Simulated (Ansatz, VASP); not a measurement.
**One calculation of Y5N, two programs**

```
Y N
1.0
     6.18733    0.00000    0.00000
    -3.09367    5.35839    0.00000
     0.00000    0.00000    6.03140
Y N
5 1
Cartesian
  3.0937 1.7861 0.0000
  3.0937 0.0000 3.0157
  1.5468 2.6792 3.0157
  -1.5468 2.6792 3.0157
  0.0000 3.5723 0.0000
  0.0000 0.0000 0.0000
```

Change from the starting cell: species swapped into the KAu5 type (P6/mmm, No. 191).

Alike in both runs: functional PBE; k mesh 6 × 6 × 6; occupations gaussian, width 0.1 eV; no spin polarisation.

Ansatz relaxed the structure, and its values are those at the end. VASP's run is a single point on that final structure, the one shown.

```csv
,VASP,Ansatz
version,VASP 6.6.1,Ansatz 0.2.0
potentials or method,"VASP PAW PBE potentials, release 64 (Y_sv, N), cutoff 520 eV","scalar-relativistic, plane waves, PAW"
valence electrons in the cell,60,60
```

```csv
,VASP,Ansatz,Ansatz less VASP
gap on the k mesh at the Fermi level (eV),none,none,-
pressure (GPa),-0.1,0.0,+0.08
```

A gap of «none» marks a metal or a gap that the smearing closes.
